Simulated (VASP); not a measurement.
## Mg3MoBr2: relaxation of cell and atoms with PBE

The system is Mg3MoBr2.

```
Mg Mo Br
1.0
     3.80757    0.00000    0.00000
     0.00000    3.80757    0.00000
     0.00000    0.00000   11.82422
Mg Mo Br
3 1 2
Direct
  0.50000 0.50000 0.74533
  0.50000 0.50000 0.25467
  0.00000 0.00000 0.00000
  0.50000 0.50000 0.50000
  0.00000 0.00000 0.50000
  0.50000 0.50000 0.00000
```

The cell was built from a structure type or drawn by symmetry, and may not be a known phase.

| Property | Result |
| --- | --- |
| Program | VASP 6.6.1 |
| Task | relaxation of cell and atoms |
| Functional | PBE |
| Potentials or basis | VASP PAW PBE potentials, release 64 (Mg, Mo_sv, Br) |
| Cutoff | 600 eV |
| k mesh | 10 × 10 × 4 |
| Occupations | gaussian, width 0.1 eV |
| Spin | collinear spin |
| Starting moments | [0.0, 0.0, 0.0, 2.47, 0.0, 0.0] μB |
| Dipole correction | no |
| Further INCAR settings | ALGO = Normal; EDIFF = 1e-07; IBRION = 2; EDIFFG = -0.01; NSW = 100; ISIF = 3 |

```
Relaxed volume                                        : 29.11 Å³/atom
Relaxed cell                                          : a = 3.829 Å, b = 3.829 Å, c = 11.910 Å, α = 90.00°, β = 90.00°, γ = 90.00°
Space group after relaxing (to 0.1 Å)                 : P4/mmm (No. 123)
Energy gained by relaxing                             : 1.2 meV/atom
Ionic steps                                           : 8
Pressure after relaxing                               : 0.0 GPa
Net moment                                            : 3.10 μB per cell
Site moments                                          : Mg -0.01; Mo +2.65; Br +0.06, +0.00 μB
Valence electrons inside the program's atomic spheres : Mg 0.32; Mo 12.27; Br 4.87, 4.91
```

Step by step:
| step | energy change (eV) | largest force (eV/Å) | pressure (GPa) | volume (Å³) |
| --- | --- | --- | --- | --- |
| 1 | 0.0000 | 0.0994 | 0.34 | 171.42 |
| 2 | -0.0038 | 0.0814 | 0.13 | 172.92 |
| 3 | -0.0048 | 0.0654 | -0.04 | 174.21 |
| 4 | -0.0054 | 0.0547 | -0.03 | 174.20 |
| 5 | -0.0066 | 0.0231 | 0.01 | 174.16 |
| 6 | -0.0065 | 0.0418 | 0.09 | 174.08 |
| 7 | -0.0070 | 0.0082 | 0.05 | 174.12 |
| 8 | -0.0073 | 0.0018 | 0.00 | 174.64 |

Final structure:
```xyz
6
Lattice="3.8292 0.0000 0.0000 0.0000 3.8292 0.0000 0.0000 0.0000 11.9101" Properties=species:S:1:pos:R:3 pbc="T T T"
Mg    1.9146    1.9146    8.8347
Mg    1.9146    1.9146    3.0754
Mg    0.0000    3.8292   11.9101
Mo    1.9146    1.9146    5.9550
Br    0.0000    3.8292    5.9550
Br    1.9146    1.9146    0.0000
```

Levels at points of the mesh, in eV from the Fermi level:
Spin up:
| k point | band 17 | band 18 | band 19 | band 20 | band 21 | band 22 |
| --- | --- | --- | --- | --- | --- | --- |
| (0.00, 0.00, 0.00) | -1.54 | -1.13 | -1.13 | -0.31 | 0.46 | 2.10 |
| (0.50, 0.00, 0.00) | -0.67 | -0.27 | -0.19 | -0.06 | 2.17 | 2.41 |
| (0.50, 0.50, 0.00) | -0.32 | -0.18 | 0.25 | 1.06 | 1.25 | 1.25 |
| (0.00, 0.00, 0.50) | -1.13 | -1.13 | -0.72 | -0.57 | 0.31 | 2.21 |
| (0.50, 0.00, 0.50) | -0.66 | -0.32 | 0.33 | 1.07 | 1.19 | 1.83 |
| (0.50, 0.50, 0.50) | -0.32 | -0.18 | 0.30 | 0.61 | 1.08 | 1.08 |
Spin down:
| k point | band 12 | band 13 | band 14 | band 15 | band 16 | band 17 | band 18 | band 19 | band 20 | band 21 |
| --- | --- | --- | --- | --- | --- | --- | --- | --- | --- | --- |
| (0.00, 0.00, 0.00) | -4.51 | -3.73 | -1.70 | -1.65 | -1.26 | 0.13 | 0.43 | 0.98 | 0.98 | 1.29 |
| (0.50, 0.00, 0.00) | -4.92 | -1.94 | -1.02 | -0.70 | -0.19 | 0.37 | 1.26 | 1.47 | 1.48 | 2.23 |
| (0.50, 0.50, 0.00) | -4.16 | -1.25 | -0.95 | -0.53 | -0.53 | 1.22 | 1.45 | 1.46 | 1.46 | 1.57 |
| (0.00, 0.00, 0.50) | -4.51 | -3.08 | -2.96 | -1.26 | -0.75 | 0.13 | 0.22 | 0.98 | 0.98 | 1.28 |
| (0.50, 0.00, 0.50) | -4.92 | -1.67 | -1.54 | -0.92 | 0.22 | 1.26 | 1.32 | 1.40 | 1.59 | 1.60 |
| (0.50, 0.50, 0.50) | -4.16 | -1.24 | -0.86 | -0.50 | -0.50 | 0.71 | 1.06 | 1.06 | 1.57 | 1.57 |

Wall time 9.7 min on 4 MPI ranks on Intel(R) Xeon(R) 6975P-C (Granite Rapids), with other jobs on the host, peak memory 0.7 GiB a rank.
